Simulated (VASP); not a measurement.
# CaO (R-3m) in VASP: a series of runs

Aim: see how the results for CaO move with the level of theory and the settings. Levels: r2SCAN, HSE06. Tasks: single point.

Everything below comes from runs of VASP 6.6.1. Logs are shortened: lines on timing, memory, paths and dates and some standing lists are left out, and cuts for length are marked.

## Step 1: The cell of the first run

Symmetry: R-3m, No. 166, trigonal system. The conventional cell has a = 3.289 Å, b = 3.289 Å, c = 8.448 Å, α = 90.00°, β = 90.00°, γ = 120.00°. Ca (site symmetry -3m) has 6 O at 2.36 Å within 3.1 Å. Within 3.1 Å of O (site symmetry -3m) lie 6 Ca at 2.36 Å.

## Step 2: Single point, r2SCAN (epitaxial 111 strain -3.0%)

File POSCAR:

```
CaO
1.0
    0.0753782745      2.4010018847      2.4010018847
    2.4010018847      0.0753782745      2.4010018847
    2.4010018847      2.4010018847      0.0753782745
Ca O
1 1
Direct
    0.0000000000      0.0000000000      0.0000000000
    0.5000000000      0.5000000000      0.5000000000
```

File INCAR.step1:

```
SYSTEM = CaO
  ALGO = Normal
  EDIFF = 1E-5
  ENCUT = 1480
  GGA = PE
  GGA_COMPAT = .FALSE.
  ISMEAR = 0
  LASPH = .TRUE.
  LCHARG = .FALSE.
  LREAL = .FALSE.
  LWAVE = .TRUE.
  NBANDS = 15
  NELM = 120
  PREC = Accurate
  SIGMA = 0.01
```

File INCAR.step2:

```
SYSTEM = CaO
  ALGO = Normal
  EDIFF = 1E-6
  ENCUT = 1480
  GGA_COMPAT = .FALSE.
  ISIF = 2
  ISMEAR = 0
  ISTART = 1
  LASPH = .TRUE.
  LCHARG = .FALSE.
  LMIXTAU = .TRUE.
  LREAL = .FALSE.
  LWAVE = .FALSE.
  METAGGA = R2SCAN
  NBANDS = 15
  NELM = 120
  PREC = Accurate
  SIGMA = 0.01
```

File KPOINTS:

```
k-points
0
G
  10 10 10
  0 0 0
```

Potentials or basis: VASP PAW PBE potentials, release 64 (Ca_sv, O_h).

Started as:

```sh
$ cat potpaw_PBE.64/Ca_sv/POTCAR potpaw_PBE.64/O_h/POTCAR > POTCAR
$ cp INCAR.step1 INCAR
$ mpirun -np 1 vasp_std > vasp.out
$ cp INCAR.step2 INCAR
$ mpirun -np 1 vasp_std > vasp.out
```

OUTCAR:

```text
SYSTEM = CaO
   EDIFF = 1E-6
   ENCUT = 1480
   ISIF = 2
   ISMEAR = 0
   ISTART = 1
   LASPH = .TRUE.
   LREAL = .FALSE.
   METAGGA = R2SCAN
   NELM = 120
   PREC = Accurate

 ion  position               nearest neighbor table
   1  0.000  0.000  0.000-
   2  0.500  0.500  0.500-

  LATTYP: Found a trigonal (rhomboedric) cell.
 ALAT       =     3.3963659969
 COS(alpha) =     0.5311327624

  Lattice vectors:

 A1 = (   0.0753782745,   2.4010018847,   2.4010018847)
 A2 = (   2.4010018847,   0.0753782745,   2.4010018847)
 A3 = (   2.4010018847,   2.4010018847,   0.0753782745)

Analysis of symmetry for initial positions (statically):
=====================================================================
 Subroutine PRICEL returns:
 Original cell was already a primitive cell.

 Routine SETGRP: Setting up the symmetry group for a
 trigonal (rhombohedral) supercell.

 Subroutine GETGRP returns: Found 12 space group operations
 (whereof 12 operations were pure point group operations)
 out of a pool of 12 trial point group operations.

The static configuration has the point symmetry D_3d.

Analysis of symmetry for dynamics (positions and initial velocities):
=====================================================================
 Subroutine PRICEL returns:
 Original cell was already a primitive cell.

 Routine SETGRP: Setting up the symmetry group for a
 trigonal (rhombohedral) supercell.

 Subroutine GETGRP returns: Found 12 space group operations
 (whereof 12 operations were pure point group operations)
 out of a pool of 12 trial point group operations.

The dynamic configuration has the point symmetry D_3d.

 Subroutine INISYM returns: Found 12 space group operations
 (whereof 12 operations are pure point group operations),
 and found     1 'primitive' translations

----------------------------------------------------------------------------------------

                                     Primitive cell

  volume of cell :      26.3794

  direct lattice vectors                    reciprocal lattice vectors
     0.075378274  2.401001885  2.401001885    -0.218318789  0.211673406  0.211673406
     2.401001885  0.075378274  2.401001885     0.211673406 -0.218318789  0.211673406
     2.401001885  2.401001885  0.075378274     0.211673406  0.211673406 -0.218318789

  length of vectors
     3.396365997  3.396365997  3.396365997     0.370505540  0.370505540  0.370505540

  position of ions in fractional coordinates (direct lattice)
     0.000000000  0.000000000  0.000000000
     0.500000000  0.500000000  0.500000000

  ion indices of the primitive-cell ions
   primitive index   ion index
                 1           1
                 2           2

----------------------------------------------------------------------------------------

 KPOINTS: k-points

Automatic generation of k-mesh.
 Grid dimensions read from file:
 generate k-points for:   10   10   10

 Generating k-lattice:

  Cartesian coordinates                     Fractional coordinates (reciprocal lattice)
    -0.021831879  0.021167341  0.021167341     0.100000000  0.000000000  0.000000000
     0.021167341 -0.021831879  0.021167341     0.000000000  0.100000000  0.000000000
     0.021167341  0.021167341 -0.021831879     0.000000000  0.000000000  0.100000000

  Length of vectors
     0.037050554  0.037050554  0.037050554

  Shift w.r.t. Gamma in fractional coordinates (k-lattice)
     0.000000000  0.000000000  0.000000000

 Subroutine IBZKPT returns following result:
 ===========================================

 Found    116 irreducible k-points:

 Following reciprocal coordinates:
            Coordinates               Weight
  0.000000  0.000000  0.000000      1.000000
  0.100000  0.000000  0.000000      6.000000
  0.200000  0.000000  0.000000      6.000000
  0.300000  0.000000 -0.000000      6.000000
  0.400000 -0.000000 -0.000000      6.000000
  0.500000 -0.000000 -0.000000      3.000000
[... 16 lines left out ...]
  0.300000  0.300000 -0.000000      6.000000
  0.400000  0.300000 -0.000000     12.000000
 [... further k-points ...]
   k-points           NKPTS =    116   k-points in BZ     NKDIM =    116   number of bands    NBANDS=     15
   number of dos      NEDOS =    301   number of ions     NIONS =      2
   total plane-waves  NPLWV = 110592
   dimension x,y,z NGX =    48 NGY =   48 NGZ =   48
   dimension x,y,z NGXF=    96 NGYF=   96 NGZF=   96
   ions per type =               1   1
   NGX,Y,Z   is equivalent  to a cutoff of  23.50, 23.50, 23.50 a.u.
   NGXF,Y,Z  is equivalent  to a cutoff of  46.99, 46.99, 46.99 a.u.
 SYSTEM =  CaO
   PREC   = accura    normal or accurate (medium, high low for compatibility)
   ISTART =      1    job   : 0-new  1-cont  2-samecut
   ICHARG =      0    charge: 1-file 2-atom 10-const
   ISPIN  =      1    spin polarized calculation?
   LNONCOLLINEAR =      F non collinear calculations
   LSORBIT =      F    spin-orbit coupling
[... 63 lines left out ...]
      3     -16.1072      2.00000
      4     -16.1072      2.00000
      5     -13.9666      2.00000
      6       2.4973      2.00000
      7       2.6684      2.00000
      8       2.6684      2.00000
      9       8.3886      0.00000
     10       9.3378      0.00000
     11       9.7211      0.00000
     12       9.7211      0.00000
     13      11.2866      0.00000
     14      11.2866      0.00000
     15      18.7289      0.00000

 k-point     2 :       0.1000    0.0000    0.0000
  band No.  band energies     occupation
      1     -36.2488      2.00000
      2     -16.3219      2.00000
      3     -16.1203      2.00000
      4     -16.1152      2.00000
      5     -13.7509      2.00000
      6       2.2703      2.00000
      7       2.3734      2.00000
      8       2.5199      2.00000
      9       8.8100      0.00000
     10       9.5693      0.00000
     11       9.6745      0.00000
     12       9.9158      0.00000
     13      11.5503      0.00000
     14      11.5506      0.00000
     15      19.2068      0.00000

 k-point     3 :       0.2000    0.0000    0.0000
  band No.  band energies     occupation
      1     -36.2152      2.00000
      2     -16.7611      2.00000
      3     -16.1360      2.00000
      4     -16.1311      2.00000
      5     -13.3050      2.00000
      6       1.4917      2.00000
      7       1.9684      2.00000
      8       2.1627      2.00000
      9       9.5100      0.00000
     10       9.8291      0.00000
     11      10.3386      0.00000
     12      10.4593      0.00000
     13      12.2309      0.00000
     14      12.2374      0.00000
     15      19.9878      0.00000

 k-point     4 :       0.3000    0.0000   -0.0000
  band No.  band energies     occupation
      1     -36.1733      2.00000
      2     -17.1856      2.00000
      3     -16.1615      2.00000
      4     -16.1442      2.00000
      5     -12.8703      2.00000
      6       0.6728      2.00000
      7       1.5455      2.00000
      8       1.7700      2.00000
      9       9.7884      0.00000
     10      10.6722      0.00000
     11      11.2151      0.00000
     12      11.4029      0.00000
     13      13.0916      0.00000
     14      13.1069      0.00000
     15      19.7392      0.00000
[... 307 lines left out ...]
 k-point    22 :      -0.2000    0.2000    0.0000
  band No.  band energies     occupation
      1     -36.1584      2.00000
      2     -17.1282      2.00000
      3     -16.3159      2.00000
      4     -16.1299      2.00000
      5     -12.9129      2.00000
      6       0.6290      2.00000
      7       1.4171      2.00000
      8       2.0208      2.00000
      9       9.4349      0.00000
     10      10.5509      0.00000
     11      11.0679      0.00000
     12      11.9388      0.00000
     13      13.3800      0.00000
     14      13.6675      0.00000
     15      20.1149      0.00000

 k-point    23 :       0.3000    0.3000   -0.0000
  band No.  band energies     occupation
      1     -36.1520      2.00000
      2     -16.8844      2.00000
      3     -16.2962      2.00000
      4     -16.2757      2.00000
      5     -13.3053      2.00000
      6       0.8156      2.00000
      7       2.1991      2.00000
      8       2.3409      2.00000
      9       7.5198      0.00000
     10      10.8232      0.00000
     11      12.0404      0.00000
     12      12.0588      0.00000
     13      12.2129      0.00000
     14      14.3089      0.00000
     15      21.6937      0.00000

 k-point    24 :       0.4000    0.3000   -0.0000
  band No.  band energies     occupation
      1     -36.1265      2.00000
      2     -16.9440      2.00000
      3     -16.3487      2.00000
      4     -16.3140      2.00000
      5     -13.3297      2.00000
      6       0.9057      2.00000
      7       2.0567      2.00000
      8       2.1256      2.00000
      9       7.5007      0.00000
     10      11.3823      0.00000
     11      12.3626      0.00000
     12      12.4340      0.00000
     13      12.6564      0.00000
     14      14.7518      0.00000
     15      20.0807      0.00000

 [... further k-points ...]

------------------------ aborting loop because EDIFF is reached ----------------------------------------

  FORCE on cell =-STRESS in cart. coord.  units (eV):
  Direction    XX          YY          ZZ          XY          YZ          ZX
  --------------------------------------------------------------------------------------
  -------------------------------------------------------------------------------------
  Total        1.1009033      1.1009033      1.1009033     -0.4479917     -0.4479917     -0.4479917
  in kB       66.8642726     66.8642726     66.8642726    -27.2091443    -27.2091443    -27.2091443
  external PRESSURE =      66.8642726 kB  Pullay stress =       0.0000000 kB

 VOLUME and BASIS-vectors are now :
 -----------------------------------------------------------------------------
  energy-cutoff  :     1480.00
  volume of cell :       26.38
      direct lattice vectors                 reciprocal lattice vectors
     0.075378274  2.401001885  2.401001885    -0.218318789  0.211673406  0.211673406
     2.401001885  0.075378274  2.401001885     0.211673406 -0.218318789  0.211673406
     2.401001885  2.401001885  0.075378274     0.211673406  0.211673406 -0.218318789

 POSITION                                       TOTAL-FORCE (eV/Angst)
 -----------------------------------------------------------------------------------
      0.00000      0.00000      0.00000         0.000000     -0.000000      0.000000
      2.43869      2.43869      2.43869        -0.000000      0.000000     -0.000000
 -----------------------------------------------------------------------------------
    total drift:                               -0.000000     -0.000000     -0.000000

  FREE ENERGIE OF THE ION-ELECTRON SYSTEM (eV)
  ---------------------------------------------------
  free  energy   TOTEN  =       -19.4169115598 eV

  energy  without entropy=      -19.4169115598  energy(sigma->0) =      -19.41691156
```

Wall time 11 min (1 thread of Intel Xeon Platinum 8488C (Sapphire Rapids), shared host); peak memory 0.53 GiB.

Results:

| Quantity | Value |
| --- | --- |
| Free energy | -19.4169 eV |
| Pressure | 6.7 GPa |
| Band gap on the k mesh | 4.10 eV (least direct gap 4.44 eV) |

Levels at points of the mesh, in eV from the valence-band top:
| k point | band 5 | band 6 | band 7 | band 8 | band 9 | band 10 | band 11 | band 12 |
| --- | --- | --- | --- | --- | --- | --- | --- | --- |
| (0.00, 0.00, 0.00) | -16.63 | -0.17 | 0.00 | 0.00 | 5.72 | 6.67 | 7.05 | 7.05 |
| (0.50, 0.00, 0.00) | -15.13 | -2.79 | -1.54 | -1.29 | 7.80 | 9.19 | 9.53 | 9.56 |
| (0.50, 0.50, 0.00) | -16.42 | -1.33 | -0.49 | -0.35 | 4.10 | 9.05 | 9.83 | 10.51 |
| (0.50, 0.50, 0.50) | -15.08 | -2.79 | -1.19 | -1.19 | 7.74 | 9.07 | 9.07 | 9.61 |

Caveat: the cell differs from its parent crystal (epitaxial 111 strain -3.0%); the cell stands under pressure; the PAW data sets were made with another functional, which shifts forces and pressure a little.

## Step 3: Single point, HSE06 (epitaxial 111 strain -4.0%)

File POSCAR:

```
CaO
1.0
    0.1006070092      2.4022551182      2.4022551182
    2.4022551182      0.1006070092      2.4022551182
    2.4022551182      2.4022551182      0.1006070092
Ca O
1 1
Direct
    0.0000000000      0.0000000000      0.0000000000
    0.5000000000      0.5000000000      0.5000000000
```

File INCAR.step1:

```
PREC = Accurate ; ENCUT = 520
EDIFF = 1E-5 ; ISMEAR = 0
SIGMA = 0.01 ; LREAL = F
LASPH = T ; NELM = 100
ALGO = Normal ; ISIF = 2
LWAVE = T ; LCHARG = F
GGA = PE ; NBANDS = 15
```

File INCAR.step2:

```
PREC = Accurate ; ENCUT = 520
EDIFF = 1E-7 ; ISMEAR = 0
SIGMA = 0.01 ; LREAL = F
LASPH = T ; NELM = 100
ALGO = Normal ; ISIF = 2
LWAVE = F ; LCHARG = F
GGA = PE ; LHFCALC = T
HFSCREEN = 0.2079 ; PRECFOCK = Normal
ISTART = 1 ; NBANDS = 15
```

File KPOINTS:

```
regular mesh
0
Gamma
  6 6 6
```

Potentials or basis: VASP PAW PBE potentials, release 64 (Ca_sv, O).

Started as:

```sh
$ cat potpaw_PBE.64/Ca_sv/POTCAR potpaw_PBE.64/O/POTCAR > POTCAR
$ cp INCAR.step1 INCAR
$ mpirun -np 1 vasp_std > vasp.out
$ cp INCAR.step2 INCAR
$ mpirun -np 1 vasp_std > vasp.out
```

It took 50 min on 1 thread of AMD EPYC 7R13 (Zen 3), shared host; peak memory 0.25 GiB.

The run converged. Its results:

| Item | Value |
| --- | --- |
| Free energy | -14.7908 eV |
| Pressure | 8.7 GPa |
| Band gap on the k mesh | 5.16 eV (least direct gap 5.55 eV) |

Stress tensor (GPa, compression positive):
```
 8.69 -3.85 -3.85
-3.85  8.69 -3.85
-3.85 -3.85  8.69
```

Levels at points of the mesh, in eV from the valence-band top:
```csv
k point,band 4,band 5,band 6,band 7,band 8,band 9,band 10,band 11,band 12,band 13
"(0.00, 0.00, 0.00)",-19.27,-17.27,-0.24,0.00,0.00,6.60,7.90,8.46,8.46,10.04
"(0.50, 0.00, 0.00)",-19.33,-15.54,-3.09,-1.74,-1.39,9.14,10.52,10.81,11.28,13.34
"(0.50, 0.50, 0.00)",-19.55,-17.00,-1.51,-0.59,-0.39,5.16,10.52,11.37,12.27,12.32
"(0.50, 0.50, 0.50)",-19.30,-15.47,-3.08,-1.24,-1.24,9.07,10.58,10.60,10.60,13.21
```

Caveat: the cell differs from its parent crystal (epitaxial 111 strain -4.0%); the cell stands under pressure; the PAW data sets were made with another functional, which shifts forces and pressure a little. A k mesh can miss the band edges.

## Step 4: Single point, r2SCAN (epitaxial 111 strain -4.0%)

POSCAR is that of step 3.

File INCAR.step1:

```
  ALGO = Normal
  EDIFF = 1E-5
  ENCUT = 1480
  GGA = PE
  GGA_COMPAT = False
  ISMEAR = 0
  LASPH = True
  LCHARG = False
  LREAL = False
  LWAVE = True
  NBANDS = 15
  NELM = 120
  PREC = Accurate
  SIGMA = 0.01
```

File INCAR.step2:

```
  ALGO = Normal
  EDIFF = 1E-6
  ENCUT = 1480
  GGA_COMPAT = False
  ISIF = 2
  ISMEAR = 0
  ISTART = 1
  LASPH = True
  LCHARG = False
  LMIXTAU = True
  LREAL = False
  LWAVE = False
  METAGGA = R2SCAN
  NBANDS = 15
  NELM = 120
  PREC = Accurate
  SIGMA = 0.01
```

File KPOINTS:

```
k-points
0
Gamma
  10 10 10
```

Potentials or basis: VASP PAW PBE potentials, release 64 (Ca_sv, O_h).

Started as:

```sh
$ cat potpaw_PBE.64/Ca_sv/POTCAR potpaw_PBE.64/O_h/POTCAR > POTCAR
$ cp INCAR.step1 INCAR
$ mpirun -np 1 vasp_std > vasp.out
$ cp INCAR.step2 INCAR
$ mpirun -np 1 vasp_std > vasp.out
```

Run time: 13 min. Hardware: 1 thread of AMD EPYC 9R45 (Zen 5), shared host; peak memory 0.51 GiB.

It converged, with:

| Property | Result |
| --- | --- |
| Free energy | -19.3804 eV |
| Pressure | 8.8 GPa |
| Band gap on the k mesh | 4.05 eV (least direct gap 4.39 eV) |

Stress tensor (GPa, compression positive):
```
 8.83 -3.75 -3.75
-3.75  8.83 -3.75
-3.75 -3.75  8.83
```

Levels at points of the mesh, in eV from the valence-band top:
```tsv
k point	band 4	band 5	band 6	band 7	band 8	band 9	band 10	band 11	band 12	band 13
(0.00, 0.00, 0.00)	-18.74	-16.69	-0.23	0.00	0.00	5.73	6.66	7.09	7.09	8.66
(0.50, 0.00, 0.00)	-18.80	-15.12	-2.86	-1.66	-1.32	7.77	9.27	9.66	9.67	11.65
(0.50, 0.50, 0.00)	-19.01	-16.47	-1.35	-0.53	-0.34	4.05	9.11	9.86	10.56	10.60
(0.50, 0.50, 0.50)	-18.78	-15.04	-2.85	-1.18	-1.18	7.72	9.04	9.04	9.73	11.53
```

Caveat: the cell differs from its parent crystal (epitaxial 111 strain -4.0%); the cell stands under pressure; the PAW data sets were made with another functional, which shifts forces and pressure a little.

## Step 5: Single point, r2SCAN (epitaxial 111 strain -2.0%)

File POSCAR:

```
CaO
1.0
    0.0501878095      2.3997869208      2.3997869208
    2.3997869208      0.0501878095      2.3997869208
    2.3997869208      2.3997869208      0.0501878095
Ca O
1 1
Direct
    0.0000000000      0.0000000000      0.0000000000
    0.5000000000      0.5000000000      0.5000000000
```

File INCAR.step1:

```
SYSTEM = CaO
ALGO = Normal
EDIFF = 1E-5
ENCUT = 1480
GGA = PE
GGA_COMPAT = .FALSE.
ISMEAR = 0
LASPH = .TRUE.
LCHARG = .FALSE.
LREAL = .FALSE.
LWAVE = .TRUE.
NBANDS = 15
NELM = 120
PREC = Accurate
SIGMA = 0.01
```

File INCAR.step2:

```
SYSTEM = CaO
ALGO = Normal
EDIFF = 1E-6
ENCUT = 1480
GGA_COMPAT = .FALSE.
ISIF = 2
ISMEAR = 0
ISTART = 1
LASPH = .TRUE.
LCHARG = .TRUE.
LELF = .TRUE.
LMIXTAU = .TRUE.
LREAL = .FALSE.
LVHAR = .TRUE.
LWAVE = .FALSE.
METAGGA = R2SCAN
NBANDS = 15
NELM = 120
PREC = Accurate
SIGMA = 0.01
```

File KPOINTS:

```
k-points
0
G
  10 10 10
  0 0 0
```

Started as:

```sh
$ cat potpaw_PBE.64/Ca_sv/POTCAR potpaw_PBE.64/O_h/POTCAR > POTCAR
$ cp INCAR.step1 INCAR
$ mpirun -np 1 vasp_std > vasp.out
$ cp INCAR.step2 INCAR
$ mpirun -np 1 vasp_std > vasp.out
```

Run time: 15 min. Hardware: 1 thread of AMD EPYC 9R45 (Zen 5), shared host; peak memory 0.51 GiB.

The run converged. Its results:

```
Free energy            : -19.4431 eV
Pressure               : 4.7 GPa
Band gap on the k mesh : 4.14 eV (least direct gap 4.49 eV)
```

Stress tensor (GPa, compression positive):
```
 4.66 -1.76 -1.76
-1.76  4.66 -1.76
-1.76 -1.76  4.66
```

Levels at points of the mesh, in eV from the valence-band top:
```
           k point  band 5  band 6  band 7  band 8  band 9  band 10  band 11  band 12
(0.00, 0.00, 0.00)  -16.58   -0.11    0.00    0.00    5.67     6.72     7.00     7.00
(0.50, 0.00, 0.00)  -15.14   -2.73   -1.43   -1.26    7.81     9.14     9.39     9.47
(0.50, 0.50, 0.00)  -16.36   -1.32   -0.45   -0.35    4.14     8.98     9.79    10.44
(0.50, 0.50, 0.50)  -15.11   -2.73   -1.20   -1.20    7.75     9.08     9.08     9.49
```

Caveat: the cell differs from its parent crystal (epitaxial 111 strain -2.0%); the cell stands under pressure; the PAW data sets were made with another functional, which shifts forces and pressure a little.

## Step 6: Overview

```csv
level,potentials or basis,cell,k mesh,cutoff (eV),grid for exact exchange (PRECFOCK),share of exact exchange,screening parameter,gap on the mesh (eV),pressure (GPa)
r2SCAN,"VASP PAW PBE potentials, release 64 (Ca_sv, O_h)","a = 3.396 Å, angles 57.9°, 2 atoms",10 × 10 × 10,1480,-,-,-,4.10,6.7
HSE06,"VASP PAW PBE potentials, release 64 (Ca_sv, O)","a = 3.399 Å, angles 57.2°, 2 atoms",6 × 6 × 6,520,Normal,0.25,0.2079 1/Å,5.16,8.7
r2SCAN,"VASP PAW PBE potentials, release 64 (Ca_sv, O_h)","a = 3.399 Å, angles 57.2°, 2 atoms",10 × 10 × 10,1480,-,-,-,4.05,8.8
r2SCAN,"VASP PAW PBE potentials, release 64 (Ca_sv, O_h)","a = 3.394 Å, angles 58.6°, 2 atoms",10 × 10 × 10,1480,-,-,-,4.14,4.7
```

Alike in all rows: task single point; no spin polarisation; smearing gaussian 0.01 eV.

Caveats: the cell stands under pressure; the PAW data sets were made with another functional, which shifts forces and pressure a little.

Total energies depend on the potentials used, so only differences within one code and one set of settings carry meaning.
